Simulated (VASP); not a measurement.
Here is a VASP 6.6.1 calculation.

Contents of INCAR:

```
SYSTEM = B
PREC = Accurate
ENCUT = 520
EDIFF = 1E-7
ISMEAR = 0
SIGMA = 0.1
LREAL = .False.
LASPH = .True.
NELM = 80
ALGO = Normal
ISIF = 2
LWAVE = .False.
LCHARG = .False.
GGA = PE
NBANDS = 18
```

Contents of KPOINTS:

```
Automatic mesh
0
Gamma
  6 6 4
  0 0 0
```

POSCAR

```
B
1.0
    2.3288626769     -1.6956226657      0.0000000000
    2.3288626769      1.6956226657      0.0000000000
   -2.2241836388      0.0000000000      5.2434440183
B
6
Direct
    0.0802202953      0.6419875276      0.0374519011
    0.6419875276      0.0802202953      0.5374519011
    0.2211719326      0.2672998059      0.7254794041
    0.6565673694      0.6327800713      0.2370733759
    0.6327800713      0.6565673694      0.7370733759
    0.2672998059      0.2211719326      0.2254794041
```

Potentials or basis: VASP PAW PBE potentials, release 64 (B).

The run is started by

```console
$ cat potpaw_PBE.64/B/POTCAR > POTCAR
$ mpirun -np 1 vasp_std > vasp.out
```

Q: Estimate the pressure.

A: 0.3 GPa.

Q: Estimate the band gap on the k mesh.

A: Zero (bands 9 and 10 overlap by 6.68 eV).

Stress tensor (GPa, compression positive):
```
 0.02  0.00  1.34
 0.00  1.69  0.00
 1.34  0.00 -0.80
```

Caveat: the k points lie up to 0.39 Å⁻¹ apart, too coarse for converged energies and pressures of a metal.
